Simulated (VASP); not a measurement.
# AgCl (P6_3mc) in VASP: notebook

AgCl is run at these levels: PBE; tasks: single point.

All numbers are computed with VASP 6.6.1; they aren't measurements. Logs are shortened: lines on timing, memory, paths and dates and some standing lists are left out, and cuts for length are marked.

**1. The cell of the first run**

The typed cell holds 4 atoms: a = 4.475 Å, b = 4.475 Å, c = 5.789 Å, α = 90.00°, β = 90.00°, γ = 120.00°.

**2. Single point, PBE (epitaxial xy strain -1.0%)**

Input file INCAR:

```
PREC = Accurate
ENCUT = 520
EDIFF = 1E-6
ISMEAR = -1
SIGMA = 0.02
LREAL = False
LASPH = True
NELM = 100
ALGO = Normal
ISIF = 2
LWAVE = False
LCHARG = False
GGA = PE
NBANDS = 26
```

Input file KPOINTS:

```
Automatic mesh
0
Gamma
  6 6 4
```

Input file POSCAR:

```
AgCl
1.0
    4.4745449669      0.0000000000      0.0000000000
   -2.2372724834      3.8750696117      0.0000000000
    0.0000000000      0.0000000000      5.7889515629
Ag Cl
2 2
Direct
    0.3333333333      0.6666666667     -0.0622203148
    0.6666666667      0.3333333333      0.4377796852
    0.3333333333      0.6666666667      0.4372203148
    0.6666666667      0.3333333333      0.9372203148
```

Potentials or basis: VASP PAW PBE potentials, release 64 (Ag, Cl).

Run with:

```sh
$ cat potpaw_PBE.64/Ag/POTCAR potpaw_PBE.64/Cl/POTCAR > POTCAR
$ mpirun -np 1 vasp_std > vasp.out
```

OUTCAR:

```text
PREC = Accurate
   ENCUT = 520
   EDIFF = 1E-6
   ISMEAR = -1
   LREAL = False
   LASPH = True
   NELM = 100
   ISIF = 2
   GGA = PE

 ion  position               nearest neighbor table
   1  0.333  0.667  0.938-   4 2.58   4 2.58   4 2.58   3 2.89   3 2.90
   2  0.667  0.333  0.438-   3 2.58   3 2.58   3 2.58   4 2.89   4 2.90
   3  0.333  0.667  0.437-   2 2.58   2 2.58   2 2.58   1 2.89   1 2.90
   4  0.667  0.333  0.937-   1 2.58   1 2.58   1 2.58   2 2.89   2 2.90

  LATTYP: Found a hexagonal cell.
 ALAT       =     4.4745449669
 C/A-ratio  =     1.2937520141

  Lattice vectors:

 A1 = (   4.4745449669,   0.0000000000,   0.0000000000)
 A2 = (  -2.2372724834,   3.8750696117,   0.0000000000)
 A3 = (   0.0000000000,   0.0000000000,   5.7889515629)

Analysis of symmetry for initial positions (statically):
=====================================================================
 Subroutine PRICEL returns:
 Original cell was already a primitive cell.

 Routine SETGRP: Setting up the symmetry group for a
 hexagonal supercell.

 Subroutine GETGRP returns: Found 12 space group operations
 (whereof  6 operations were pure point group operations)
 out of a pool of 24 trial point group operations.

The static configuration has the point symmetry C_3v.
 The point group associated with its full space group is C_6v.

Analysis of symmetry for dynamics (positions and initial velocities):
=====================================================================
 Subroutine PRICEL returns:
 Original cell was already a primitive cell.

 Routine SETGRP: Setting up the symmetry group for a
 hexagonal supercell.

 Subroutine GETGRP returns: Found 12 space group operations
 (whereof  6 operations were pure point group operations)
 out of a pool of 24 trial point group operations.

The dynamic configuration has the point symmetry C_3v.
 The point group associated with its full space group is C_6v.

 Subroutine INISYM returns: Found 12 space group operations
 (whereof  6 operations are pure point group operations),
 and found     1 'primitive' translations

----------------------------------------------------------------------------------------

                                     Primitive cell

  volume of cell :     100.3756

  direct lattice vectors                    reciprocal lattice vectors
     4.474544967  0.000000000  0.000000000     0.223486412  0.129029940  0.000000000
    -2.237272483  3.875069612  0.000000000     0.000000000  0.258059880  0.000000000
     0.000000000  0.000000000  5.788951563     0.000000000  0.000000000  0.172742851

  length of vectors
     4.474544967  4.474544967  5.788951563     0.258059880  0.258059880  0.172742851

  position of ions in fractional coordinates (direct lattice)
     0.333333333  0.666666667  0.937779685
     0.666666667  0.333333333  0.437779685
     0.333333333  0.666666667  0.437220315
     0.666666667  0.333333333  0.937220315

  ion indices of the primitive-cell ions
   primitive index   ion index
                 1           1
                 2           2
                 3           3
                 4           4

----------------------------------------------------------------------------------------

 KPOINTS: Automatic mesh

Automatic generation of k-mesh.
 Grid dimensions read from file:
 generate k-points for:    6    6    4

 Generating k-lattice:

  Cartesian coordinates                     Fractional coordinates (reciprocal lattice)
     0.037247735  0.021504990  0.000000000     0.166666667  0.000000000  0.000000000
     0.000000000  0.043009980  0.000000000     0.000000000  0.166666667  0.000000000
     0.000000000  0.000000000  0.043185713     0.000000000  0.000000000  0.250000000

  Length of vectors
     0.043009980  0.043009980  0.043185713

  Shift w.r.t. Gamma in fractional coordinates (k-lattice)
     0.000000000  0.000000000  0.000000000

 Subroutine IBZKPT returns following result:
 ===========================================

 Found     21 irreducible k-points:

 Following reciprocal coordinates:
            Coordinates               Weight
  0.000000  0.000000  0.000000      1.000000
  0.166667  0.000000  0.000000      6.000000
  0.333333  0.000000  0.000000      6.000000
  0.500000  0.000000  0.000000      3.000000
  0.166667  0.166667  0.000000      6.000000
  0.333333  0.166667  0.000000     12.000000
[... 13 lines left out ...]
  0.333333  0.166667  0.500000     12.000000
  0.333333  0.333333  0.500000      2.000000
   k-points           NKPTS =     21   k-points in BZ     NKDIM =     21   number of bands    NBANDS=     26
   number of dos      NEDOS =    301   number of ions     NIONS =      4
   total plane-waves  NPLWV =  62208
   dimension x,y,z NGX =    36 NGY =   36 NGZ =   48
   dimension x,y,z NGXF=    72 NGYF=   72 NGZF=   96
   ions per type =               2   2
   NGX,Y,Z   is equivalent  to a cutoff of  13.38, 13.38, 13.78 a.u.
   NGXF,Y,Z  is equivalent  to a cutoff of  26.75, 26.75, 27.57 a.u.
 SYSTEM =  unknown system
   PREC   = accura    normal or accurate (medium, high low for compatibility)
   ISTART =      0    job   : 0-new  1-cont  2-samecut
   ICHARG =      2    charge: 1-file 2-atom 10-const
   ISPIN  =      1    spin polarized calculation?
   LNONCOLLINEAR =      F non collinear calculations
   LSORBIT =      F    spin-orbit coupling
   LASPH  =      T    aspherical Exc in radial PAW
   ENCUT  =  520.0 eV  38.22 Ry    6.18 a.u.   8.32  8.32 10.76*2*pi/ulx,y,z
   NELM   =    100;   NELMIN=  2; NELMDL= -5     # of ELM steps
   EDIFF  = 0.1E-05   stopping-criterion for ELM
   LREAL  =      F    real-space projection
   EDIFFG = 0.1E-04   stopping-criterion for IOM
   NSW    =      0    number of steps for IOM
   IBRION =     -1    ionic relax: 0-MD 1-quasi-New 2-CG
   NFREE  =      0    steps in history (QN), initial steepest desc. (CG)
   ISIF   =      2    stress and relaxation
   ISYM   =      2    0-nonsym 1-usesym 2-fastsym
   POTIM  = 0.5000    time-step for ionic-motion
   TEBEG  =    0.0;   TEEND  =   0.0 temperature during run
   PSTRESS=    0.0 pullay stress
   NELECT =      36.0000    total number of electrons
   NUPDOWN=      -1.0000    fix difference up-down
   EMIN   =  10.00;   EMAX   =-10.00  energy-range for DOS
   EFERMI =   0.00;   METHOD = LEGACY
   ISMEAR =    -1;   SIGMA  =   0.02  broadening in eV -4-tet -1-fermi 0-gaus
   EFERMI_NEDOS =   21; number of points for ismear=-14 and -15
   IALGO  =     38    algorithm
   IMIX   =      4    mixing-type and parameters
     AMIX     =   0.40;   BMIX     =  1.00
     AMIX_MAG =   1.60;   BMIX_MAG =  1.00
  volume/ion in A,a.u.               =      25.09       169.34
  Fermi-wavevector in a.u.,A,eV,Ry     =   1.163142  2.198020 18.407326  1.352900
  Thomas-Fermi vector in A             =   2.299696
   LORBIT       =      0    0 simple, 1 ext, 2 COOP (PROOUT), +10 PAW based schemes
   GGA     = PE    functional components
   LHFCALC =     F    Hartree Fock is set to
   AEXX    =    0.0000 exact exchange contribution
   IVDW    =     0    specifies the selected vdW correction
   LEPSILON=     F    determine dielectric tensor
   LRPA    =     F    only Hartree local field effects (RPA)
 non-spin polarized calculation
  energy-cutoff  :      520.00
  volume of cell :      100.38
 maximum number of plane-waves:      2728
 NGX is ok and might be reduce to    36
   NGX = 17   NGY = 17   NGZ = 21

 number of electron      35.9999993 magnetization

 Free energy of the ion-electron system (eV)
  ---------------------------------------------------
  ext. energy  EPLUGINS =         0.00000000
  ---------------------------------------------------
  free energy    TOTEN  =       -10.83833097 eV

  energy without entropy =      -10.83833097  energy(sigma->0) =      -10.83833097

 E-fermi :   2.6751     XC(G=0):  -8.8842

 val. band max:        2.2300853828   @ k =   0.0000   0.0000   0.0000
 cond. band min:       3.5723075616   @ k =   0.0000   0.0000   0.0000
 fundamental gap:      1.3422221789
 Fermi energy:         2.6750576515

 k-point     1 :       0.0000    0.0000    0.0000
  band No.  band energies     occupation
      1     -12.6539      2.00000
      2     -12.2858      2.00000
      3      -2.0399      2.00000
      4      -2.0399      2.00000
      5      -1.8379      2.00000
      6      -1.8379      2.00000
[... 18 lines left out ...]
     25      10.6783      0.00000
     26      12.9346      0.00000

 k-point     2 :       0.1667    0.0000    0.0000
  band No.  band energies     occupation
      1     -12.6094      2.00000
      2     -12.2833      2.00000
      3      -2.0574      2.00000
      4      -1.9625      2.00000
      5      -1.8712      2.00000
      6      -1.7020      2.00000
[... 18 lines left out ...]
     25      11.1482      0.00000
     26      12.1608      0.00000

 k-point     3 :       0.3333    0.0000    0.0000
  band No.  band energies     occupation
      1     -12.5061      2.00000
      2     -12.2917      2.00000
      3      -2.1115      2.00000
      4      -1.8260      2.00000
      5      -1.7689      2.00000
      6      -1.4929      2.00000
[... 18 lines left out ...]
     25      11.6094      0.00000
     26      12.2953      0.00000

 k-point     4 :       0.5000    0.0000    0.0000
  band No.  band energies     occupation
      1     -12.4360      2.00000
      2     -12.3139      2.00000
      3      -2.1354      2.00000
      4      -1.7440      2.00000
      5      -1.6472      2.00000
      6      -1.3531      2.00000
[... 18 lines left out ...]
     25      12.1568      0.00000
     26      12.5190      0.00000

 k-point     5 :       0.1667    0.1667    0.0000
  band No.  band energies     occupation
      1     -12.5347      2.00000
      2     -12.2870      2.00000
      3      -2.0263      2.00000
      4      -1.9667      2.00000
      5      -1.7805      2.00000
      6      -1.5338      2.00000
[... 18 lines left out ...]
     25      11.3965      0.00000
     26      11.8942      0.00000

 k-point     6 :       0.3333    0.1667    0.0000
  band No.  band energies     occupation
      1     -12.4369      2.00000
      2     -12.3133      2.00000
      3      -2.0330      2.00000
      4      -1.8295      2.00000
      5      -1.6634      2.00000
      6      -1.3759      2.00000
[... 340 lines left out ...]
 k-point    18 :       0.5000    0.0000    0.5000
  band No.  band energies     occupation
      1     -12.3560      2.00000
      2     -12.3560      2.00000
      3      -2.3032      2.00000
      4      -2.3032      2.00000
      5      -1.5251      2.00000
      6      -1.5251      2.00000
[... 18 lines left out ...]
     25      11.6771      0.00000
     26      11.6771      0.00000

 k-point    19 :       0.1667    0.1667    0.5000
  band No.  band energies     occupation
      1     -12.3946      2.00000
      2     -12.3946      2.00000
      3      -2.2166      2.00000
      4      -2.2166      2.00000
      5      -1.7126      2.00000
      6      -1.7126      2.00000
[... 18 lines left out ...]
     25      10.8495      0.00000
     26      10.8495      0.00000

 k-point    20 :       0.3333    0.1667    0.5000
  band No.  band energies     occupation
      1     -12.3562      2.00000
      2     -12.3562      2.00000
      3      -2.2735      2.00000
      4      -2.2735      2.00000
      5      -1.5262      2.00000
      6      -1.5262      2.00000
[... 18 lines left out ...]
     25      11.5031      0.00000
     26      11.5031      0.00000

 k-point    21 :       0.3333    0.3333    0.5000
  band No.  band energies     occupation
      1     -12.3434      2.00000
      2     -12.3434      2.00000
      3      -2.2555      2.00000
      4      -2.2555      2.00000
      5      -1.5001      2.00000
      6      -1.5001      2.00000
[... 18 lines left out ...]
     25      11.6081      0.00000
     26      11.6081      0.00000

------------------------ aborting loop because EDIFF is reached ----------------------------------------

  FORCE on cell =-STRESS in cart. coord.  units (eV):
  Direction    XX          YY          ZZ          XY          YZ          ZX
  --------------------------------------------------------------------------------------
  -------------------------------------------------------------------------------------
  Total        0.9878102      0.9878102      0.9574708      0.0000000      0.0000000      0.0000000
  in kB       15.7672435     15.7672435     15.2829720      0.0000000      0.0000000      0.0000000
  external PRESSURE =      15.6058197 kB  Pullay stress =       0.0000000 kB

 VOLUME and BASIS-vectors are now :
 -----------------------------------------------------------------------------
  energy-cutoff  :      520.00
  volume of cell :      100.38
      direct lattice vectors                 reciprocal lattice vectors
     4.474544967  0.000000000  0.000000000     0.223486412  0.129029940  0.000000000
    -2.237272483  3.875069612  0.000000000     0.000000000  0.258059880  0.000000000
     0.000000000  0.000000000  5.788951563     0.000000000  0.000000000  0.172742851

 POSITION                                       TOTAL-FORCE (eV/Angst)
 -----------------------------------------------------------------------------------
     -0.00000      2.58338      5.42876         0.000000      0.000000     -0.000985
      2.23727      1.29169      2.53429        -0.000000      0.000000     -0.000985
     -0.00000      2.58338      2.53105         0.000000     -0.000000      0.000985
      2.23727      1.29169      5.42552        -0.000000      0.000000      0.000985
 -----------------------------------------------------------------------------------
    total drift:                               -0.000000      0.000000      0.000088

  FREE ENERGIE OF THE ION-ELECTRON SYSTEM (eV)
  ---------------------------------------------------
  free  energy   TOTEN  =       -10.8383309724 eV

  energy  without entropy=      -10.8383309724  energy(sigma->0) =      -10.83833097
```

Wall time 41 s (1 thread of Intel Xeon Platinum 8488C (Sapphire Rapids), shared host); peak memory 0.25 GiB.

What came out:

| Quantity | Value |
| --- | --- |
| Free energy | -10.8383 eV |
| Pressure | 1.6 GPa |
| Band gap on the k mesh | 1.34 eV, direct |

Levels at points of the mesh, in eV from the valence-band top:
```tsv
k point	band 14	band 15	band 16	band 17	band 18	band 19	band 20	band 21	band 22	band 23
(0.00, 0.00, 0.00)	-1.64	-0.28	-0.28	0.00	0.00	1.34	3.03	7.46	7.46	8.25
(0.50, 0.00, 0.00)	-1.47	-1.46	-1.41	-1.38	-1.06	4.06	4.42	6.19	7.37	8.71
(0.00, 0.00, 0.50)	-1.09	-0.10	-0.10	-0.10	-0.10	3.34	3.34	7.38	7.38	7.38
(0.50, 0.00, 0.50)	-1.66	-1.17	-1.17	-0.22	-0.22	4.77	4.77	6.23	6.23	7.72
```

Caveat: the cell differs from its parent crystal (epitaxial xy strain -1.0%).

**3. Single point, PBE**

This run uses another cell than the first one, of 25.31 Å³/atom, 1.009 times its volume.

Input file INCAR:

```
SYSTEM = AgCl
PREC = Accurate
ENCUT = 520
EDIFF = 1E-6
ISMEAR = -1
SIGMA = 0.02
LREAL = .FALSE.
LASPH = .TRUE.
NELM = 80
ALGO = Normal
ISIF = 2
LWAVE = .FALSE.
LCHARG = .FALSE.
GGA = PE
NBANDS = 26
```

Input file KPOINTS:

```
Automatic mesh
0
G
  6 6 4
  0 0 0
```

Input file POSCAR:

```
AgCl
1.0
    4.5197423908      0.0000000000      0.0000000000
   -2.2598711954      3.9142117290      0.0000000000
    0.0000000000      0.0000000000      5.7224980680
Ag Cl
2 2
Direct
    0.3333333333      0.6666666667     -0.0622203148
    0.6666666667      0.3333333333      0.4377796852
    0.3333333333      0.6666666667      0.4372203148
    0.6666666667      0.3333333333      0.9372203148
```

Potentials or basis: VASP PAW PBE potentials, release 64 (Ag, Cl).

Run with:

```sh
$ cat potpaw_PBE.64/Ag/POTCAR potpaw_PBE.64/Cl/POTCAR > POTCAR
$ mpirun -np 1 vasp_std > vasp.out
```

Run time: 44 s. Hardware: 1 thread of Intel Xeon Platinum 8488C (Sapphire Rapids), shared host; peak memory 0.23 GiB.

The run converged. Its results:

- Free energy: -10.8439 eV
- Pressure: 1.1 GPa
- Band gap on the k mesh: 1.36 eV, indirect (least direct gap 1.39 eV)

Stress tensor (GPa, compression positive):
```
0.97 0.00 0.00
0.00 0.97 0.00
0.00 0.00 1.42
```

Levels at points of the mesh, in eV from the valence-band top:
```tsv
k point	band 16	band 17	band 18	band 19	band 20	band 21
(0.00, 0.00, 0.00)	-0.32	-0.03	-0.03	1.36	3.04	7.45
(0.50, 0.00, 0.00)	-1.39	-1.39	-1.01	4.02	4.39	6.15
(0.00, 0.00, 0.50)	-0.13	-0.13	-0.13	3.46	3.46	7.34
(0.50, 0.00, 0.50)	-1.12	-0.13	-0.13	4.82	4.82	6.27
```
